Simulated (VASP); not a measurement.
# Al32H (a cell with a defect) in VASP: single point with PBE

Aim: the single point of Al32H (a cell with a defect) with PBE.

Program: VASP 6.6.1. These are calculated values, not measurements. Logs are shortened: lines on timing, memory, paths and dates and some standing lists are left out, and cuts for length are marked.

## 1. The cell of the first run

The cell holds a defect, 33 atoms: a = 8.100 Å, b = 8.100 Å, c = 8.100 Å, α = 90.00°, β = 90.00°, γ = 90.00°.

## 2. Single point, PBE

File INCAR:

```
PREC = Accurate
ENCUT = 520
EDIFF = 1E-6
ISMEAR = 0
SIGMA = 0.15
LREAL = Auto
LASPH = T
NELM = 80
ALGO = Normal
ISIF = 2
LWAVE = F
LCHARG = T
GGA = PE
LELF = T
LVHAR = T
NBANDS = 70
```

File KPOINTS:

```
regular mesh
0
Gamma
  2 2 2
```

File POSCAR:

```
Al32H
1.0
    8.1000000000      0.0000000000      0.0000000000
    0.0000000000      8.1000000000      0.0000000000
    0.0000000000      0.0000000000      8.1000000000
Al H
32 1
Direct
    0.4999725028      0.0000065633      0.0003724092
    0.7491490732      0.2508537728      0.0008479031
    0.7494363182      0.0000050035      0.2499467993
   -0.0000074624     -0.0000008511      0.0000446526
    0.2508320274      0.2508300265      0.0008316403
    0.4999764332      0.4999976526     -0.0042056709
    0.7491472174      0.7491448606      0.0008484234
    0.2504223262      0.0000061788      0.2499518646
    0.4999775397      0.2455378128      0.2499620953
    0.7546880055      0.4999978256      0.2499630273
    0.4999674359      0.0000045883      0.4993899615
    0.7491468351      0.2508467371      0.4991455172
    0.7499044273     -0.0000001915      0.7499986108
    0.0000646733      0.4999972581      0.0003691486
    0.2508349216      0.7491675645      0.0008342083
    0.0000558530      0.2504841027      0.2499495632
    0.2456929276      0.4999977078      0.2499611141
    0.4999776599      0.7545012512      0.2499622974
    0.0000005902     -0.0000000269      0.4998987656
    0.2508530275      0.2508582624      0.4991430300
    0.4999783575      0.4999978506      0.5048463472
    0.7491487247      0.7491539468      0.4991470454
    0.2500617435     -0.0000006878      0.7499905513
    0.4999700855      0.2504787069      0.7500940819
    0.7494441165      0.4999968446      0.7500833739
    0.0000546801      0.7495013582      0.2499490454
    0.0000454602      0.4999967410      0.4993926117
    0.2508524052      0.7491411508      0.4991422825
   -0.0000036696      0.2500803632      0.7499941808
    0.2504134940      0.4999971494      0.7501025890
    0.4999697776      0.7495066845      0.7500921066
   -0.0000031732      0.7499161547      0.7499950064
    0.5027906655      0.5002864376      0.2546853169
```

Potentials or basis: VASP PAW PBE potentials, release 64 (Al, H).

Run with:

```console
cat potpaw_PBE.64/Al/POTCAR potpaw_PBE.64/H/POTCAR > POTCAR
mpirun -np 1 vasp_std > vasp.out
```

OUTCAR:

```text
PREC = Accurate
   ENCUT = 520
   EDIFF = 1E-6
   ISMEAR = 0
   LREAL = Auto
   LASPH = T
   NELM = 80
   ISIF = 2
   GGA = PE

 ion  position               nearest neighbor table
   1  0.500  0.000  0.000-  18 2.84   9 2.84   3 2.86   8 2.86   5 2.86  15 2.86   2 2.86   7 2.86
                            23 2.87  13 2.87  24 2.87  31 2.87
   2  0.749  0.251  0.001-  10 2.85   9 2.85   6 2.85  25 2.86  24 2.86   3 2.86  16 2.86   1 2.86
                            14 2.86   4 2.87  29 2.87  13 2.87
   3  0.749  0.000  0.250-  18 2.84   9 2.84  11 2.86   1 2.86   2 2.86   7 2.86  12 2.86  22 2.86
                             4 2.87  19 2.87  16 2.87  26 2.87
   4  1.000  1.000  0.000-  23 2.86  29 2.86  32 2.86  13 2.86   8 2.87  16 2.87  26 2.87   3 2.87
                             5 2.87  15 2.87   2 2.87   7 2.87
   5  0.251  0.251  0.001-   9 2.85  17 2.85   6 2.85  24 2.86  16 2.86  30 2.86  14 2.86   8 2.86
                             1 2.86   4 2.87  23 2.87  29 2.87
   6  0.500  0.500  0.996-  33 2.10  25 2.84  31 2.84  24 2.84  30 2.84  15 2.85   5 2.85   2 2.85
                             7 2.85  17 2.91   9 2.91  18 2.91  10 2.91
   7  0.749  0.749  0.001-  10 2.85  18 2.85   6 2.85  25 2.86  31 2.86   3 2.86  26 2.86   1 2.86
                            14 2.86   4 2.87  32 2.87  13 2.87
   8  0.250  0.000  0.250-  18 2.84   9 2.84  11 2.86   1 2.86   5 2.86  15 2.86  20 2.86  28 2.86
                             4 2.87  19 2.87  16 2.87  26 2.87
   9  0.500  0.246  0.250-  33 2.06  11 2.84   3 2.84   8 2.84   1 2.84   5 2.85   2 2.85  20 2.85
[... 32 lines left out ...]
                            29 2.87  32 2.87  14 2.87  27 2.87
  26  0.000  0.750  0.250-  10 2.83  17 2.84  27 2.86  14 2.86  15 2.86  28 2.86   7 2.86  22 2.86
                             4 2.87  19 2.87   8 2.87   3 2.87
  27  0.000  0.500  0.499-  10 2.83  17 2.84  26 2.86  16 2.86  20 2.86  28 2.86  12 2.86  22 2.86
                            29 2.87  32 2.87  30 2.87  25 2.87
  28  0.251  0.749  0.499-  21 2.85  18 2.85  17 2.85  27 2.86  11 2.86  26 2.86   8 2.86  31 2.86
                            30 2.86  23 2.87  32 2.87  19 2.87
  29  1.000  0.250  0.750-   4 2.86  23 2.86  13 2.86  19 2.86  14 2.87  30 2.87  25 2.87  27 2.87
                             5 2.87  12 2.87   2 2.87  20 2.87
  30  0.250  0.500  0.750-  21 2.83   6 2.84  31 2.86  24 2.86   5 2.86  15 2.86  20 2.86  28 2.86
                            29 2.87  32 2.87  14 2.87  27 2.87
  31  0.500  0.750  0.750-  21 2.83   6 2.84  25 2.86  30 2.86  15 2.86   7 2.86  28 2.86  22 2.86
                            23 2.87  13 2.87   1 2.87  11 2.87
  32  1.000  0.750  0.750-   4 2.86  23 2.86  13 2.86  19 2.86  14 2.87  30 2.87  25 2.87  27 2.87
                            15 2.87  22 2.87   7 2.87  28 2.87
  33  0.503  0.500  0.255-  21 2.03  10 2.04  18 2.06   9 2.06  17 2.08   6 2.10

  LATTYP: Found a simple cubic cell.
 ALAT       =     8.1000000000

  Lattice vectors:

 A1 = (   8.1000000000,   0.0000000000,   0.0000000000)
 A2 = (   0.0000000000,   8.1000000000,   0.0000000000)
 A3 = (   0.0000000000,   0.0000000000,   8.1000000000)

Analysis of symmetry for initial positions (statically):
=====================================================================
 Subroutine PRICEL returns:
 Original cell was already a primitive cell.

 Routine SETGRP: Setting up the symmetry group for a
 simple cubic supercell.

 Subroutine GETGRP returns: Found  1 space group operations
 (whereof  1 operations were pure point group operations)
 out of a pool of 48 trial point group operations.

The static configuration has the point symmetry C_1 .

Analysis of symmetry for dynamics (positions and initial velocities):
=====================================================================
 Subroutine PRICEL returns:
 Original cell was already a primitive cell.

 Routine SETGRP: Setting up the symmetry group for a
 simple cubic supercell.

 Subroutine GETGRP returns: Found  1 space group operations
 (whereof  1 operations were pure point group operations)
 out of a pool of 48 trial point group operations.

The dynamic configuration has the point symmetry C_1 .

 Subroutine INISYM returns: Found  1 space group operations
 (whereof  1 operations are pure point group operations),
 and found     1 'primitive' translations

----------------------------------------------------------------------------------------

                                     Primitive cell

  volume of cell :     531.4410

  direct lattice vectors                    reciprocal lattice vectors
[... 85 lines left out ...]

 Generating k-lattice:

  Cartesian coordinates                     Fractional coordinates (reciprocal lattice)
     0.061728395  0.000000000  0.000000000     0.500000000  0.000000000  0.000000000
     0.000000000  0.061728395  0.000000000     0.000000000  0.500000000  0.000000000
     0.000000000  0.000000000  0.061728395     0.000000000  0.000000000  0.500000000

  Length of vectors
     0.061728395  0.061728395  0.061728395

  Shift w.r.t. Gamma in fractional coordinates (k-lattice)
     0.000000000  0.000000000  0.000000000

 Subroutine IBZKPT returns following result:
 ===========================================

 Found      8 irreducible k-points:

 Following reciprocal coordinates:
            Coordinates               Weight
  0.000000  0.000000  0.000000      1.000000
  0.500000  0.000000  0.000000      1.000000
  0.000000  0.500000  0.000000      1.000000
  0.000000  0.000000  0.500000      1.000000
  0.500000  0.500000  0.000000      1.000000
  0.000000  0.500000  0.500000      1.000000
  0.500000  0.000000  0.500000      1.000000
  0.500000  0.500000  0.500000      1.000000
   k-points           NKPTS =      8   k-points in BZ     NKDIM =      8   number of bands    NBANDS=     70
   number of dos      NEDOS =    301   number of ions     NIONS =     33
   total plane-waves  NPLWV = 216000
   dimension x,y,z NGX =    60 NGY =   60 NGZ =   60
   dimension x,y,z NGXF=   120 NGYF=  120 NGZF=  120
   ions per type =              32   1
   NGX,Y,Z   is equivalent  to a cutoff of  12.31, 12.31, 12.31 a.u.
   NGXF,Y,Z  is equivalent  to a cutoff of  24.63, 24.63, 24.63 a.u.
 SYSTEM =  unknown system
   PREC   = accura    normal or accurate (medium, high low for compatibility)
   ISTART =      0    job   : 0-new  1-cont  2-samecut
   ICHARG =      2    charge: 1-file 2-atom 10-const
   ISPIN  =      1    spin polarized calculation?
   LNONCOLLINEAR =      F non collinear calculations
   LSORBIT =      F    spin-orbit coupling
   LASPH  =      T    aspherical Exc in radial PAW
   ENCUT  =  520.0 eV  38.22 Ry    6.18 a.u.  15.06 15.06 15.06*2*pi/ulx,y,z
   NELM   =     80;   NELMIN=  2; NELMDL= -5     # of ELM steps
   EDIFF  = 0.1E-05   stopping-criterion for ELM
   LREAL  =      T    real-space projection
   EDIFFG = 0.1E-04   stopping-criterion for IOM
   NSW    =      0    number of steps for IOM
   IBRION =     -1    ionic relax: 0-MD 1-quasi-New 2-CG
   NFREE  =      0    steps in history (QN), initial steepest desc. (CG)
   ISIF   =      2    stress and relaxation
   ISYM   =      2    0-nonsym 1-usesym 2-fastsym
   POTIM  = 0.5000    time-step for ionic-motion
   TEBEG  =    0.0;   TEEND  =   0.0 temperature during run
   PSTRESS=    0.0 pullay stress
   NELECT =      97.0000    total number of electrons
   NUPDOWN=      -1.0000    fix difference up-down
   EMIN   =  10.00;   EMAX   =-10.00  energy-range for DOS
   EFERMI =   0.00;   METHOD = LEGACY
   ISMEAR =     0;   SIGMA  =   0.15  broadening in eV -4-tet -1-fermi 0-gaus
   EFERMI_NEDOS =   21; number of points for ismear=-14 and -15
   IALGO  =     38    algorithm
   IMIX   =      4    mixing-type and parameters
     AMIX     =   0.40;   BMIX     =  1.00
     AMIX_MAG =   1.60;   BMIX_MAG =  1.00
  volume/ion in A,a.u.               =      16.10       108.68
  Fermi-wavevector in a.u.,A,eV,Ry     =   0.928639  1.754874 11.733269  0.862371
  Thomas-Fermi vector in A             =   2.054837
   LORBIT       =      0    0 simple, 1 ext, 2 COOP (PROOUT), +10 PAW based schemes
   GGA     = PE    functional components
   LHFCALC =     F    Hartree Fock is set to
   AEXX    =    0.0000 exact exchange contribution
   IVDW    =     0    specifies the selected vdW correction
   LEPSILON=     F    determine dielectric tensor
   LRPA    =     F    only Hartree local field effects (RPA)
 non-spin polarized calculation
 Gauss-broadening in eV      SIGMA  =   0.15
  energy-cutoff  :      520.00
  volume of cell :      531.44
 maximum number of plane-waves:     14400
   NGX = 31   NGY = 31   NGZ = 31

 number of electron      97.0000000 magnetization

 Free energy of the ion-electron system (eV)
  ---------------------------------------------------
  ext. energy  EPLUGINS =         0.00000000
  ---------------------------------------------------
  free energy    TOTEN  =      -122.50051892 eV

  energy without entropy =     -122.19392341  energy(sigma->0) =     -122.34722117

 E-fermi :   7.6167     XC(G=0): -10.1960

 val. band max:        7.5849059342   @ k =   0.0000   0.0000   0.5000
 cond. band min:       7.6344257124   @ k =   0.0000   0.0000   0.5000
 fundamental gap:      0.0495197782
 Fermi energy:         7.6166531102

 k-point     1 :       0.0000    0.0000    0.0000
  band No.  band energies     occupation
      1      -3.2942      2.00000
      2      -1.6711      2.00000
      3      -0.9152      2.00000
      4      -0.9151      2.00000
      5      -0.9001      2.00000
      6      -0.9001      2.00000
[... 493 lines left out ...]
     59      11.3097      0.00000
     60      11.3098      0.00000
 [bands above 60 left out]

------------------------ aborting loop because EDIFF is reached ----------------------------------------

  FORCE on cell =-STRESS in cart. coord.  units (eV):
  Direction    XX          YY          ZZ          XY          YZ          ZX
  --------------------------------------------------------------------------------------
  -------------------------------------------------------------------------------------
  Total        0.4026597      0.3939123      0.4167593     -0.0000303     -0.0003072     -0.0007747
  in kB        1.2139300      1.1875585      1.2564372     -0.0000914     -0.0009262     -0.0023355
  external PRESSURE =       1.2193086 kB  Pullay stress =       0.0000000 kB

 VOLUME and BASIS-vectors are now :
 -----------------------------------------------------------------------------
  energy-cutoff  :      520.00
  volume of cell :      531.44
      direct lattice vectors                 reciprocal lattice vectors
     8.100000000  0.000000000  0.000000000     0.123456790  0.000000000  0.000000000
     0.000000000  8.100000000  0.000000000     0.000000000  0.123456790  0.000000000
     0.000000000  0.000000000  8.100000000     0.000000000  0.000000000  0.123456790

 POSITION                                       TOTAL-FORCE (eV/Angst)
 -----------------------------------------------------------------------------------
      4.04978      0.00005      0.00302        -0.001107      0.000170     -0.001315
      6.06811      2.03192      0.00687        -0.011358      0.011556      0.011957
      6.07043      0.00004      2.02457         0.001499      0.000060     -0.000967
      8.09994      8.09999      0.00036         0.000105     -0.000035     -0.019404
      2.03174      2.03172      0.00674         0.011494      0.011251      0.011657
      4.04981      4.04998      8.06593        -0.000339     -0.000086      0.001052
[... 25 lines left out ...]
      8.09997      6.07432      6.07496         0.000104      0.018694      0.000213
      4.07260      4.05232      2.06295        -0.011203     -0.001194     -0.019020
 -----------------------------------------------------------------------------------
    total drift:                               -0.000843      0.001525     -0.002991

  FREE ENERGIE OF THE ION-ELECTRON SYSTEM (eV)
  ---------------------------------------------------
  free  energy   TOTEN  =      -122.5005189203 eV

  energy  without entropy=     -122.1939234121  energy(sigma->0) =     -122.34722117
```

Wall time 5.3 min (1 thread of Intel Xeon Platinum 8259CL at 2.50GHz (Skylake/Cascade Lake), shared host); peak memory 0.56 GiB.

Results:

- Free energy: -122.5005 eV
- Pressure: 0.1 GPa
- Largest force: 0.022 eV/Å
- Band gap on the k mesh: zero (an odd number of electrons rules out a gap without spin polarisation)

Forces on the atoms (eV/Å):
```
Al  -0.001  0.000 -0.001
Al  -0.011  0.012  0.012
Al   0.001  0.000 -0.001
Al   0.000  0.000 -0.019
Al   0.011  0.011  0.012
Al   0.000  0.000  0.001
Al  -0.011 -0.012  0.012
Al   0.000  0.000  0.000
Al  -0.001 -0.005 -0.001
Al   0.014  0.000 -0.001
Al  -0.001  0.000  0.002
Al  -0.011  0.011 -0.011
Al   0.018  0.000  0.000
Al   0.001  0.000 -0.002
Al   0.011 -0.011  0.012
Al   0.000 -0.001 -0.001
Al  -0.001  0.000 -0.001
Al   0.000  0.007 -0.001
Al   0.000  0.000  0.018
Al   0.012  0.011 -0.011
Al   0.000  0.000  0.017
Al  -0.011 -0.011 -0.011
Al  -0.019  0.000  0.000
Al   0.000 -0.001  0.000
Al   0.001  0.000  0.000
Al   0.000  0.001 -0.001
Al   0.000  0.000  0.002
Al   0.012 -0.011 -0.011
Al   0.000 -0.019  0.000
Al  -0.002  0.000  0.001
Al  -0.001  0.001  0.000
Al   0.000  0.019  0.000
H   -0.011 -0.001 -0.019
```

Caveat: the k points lie up to 0.39 Å⁻¹ apart, too coarse for converged energies and pressures of a metal.
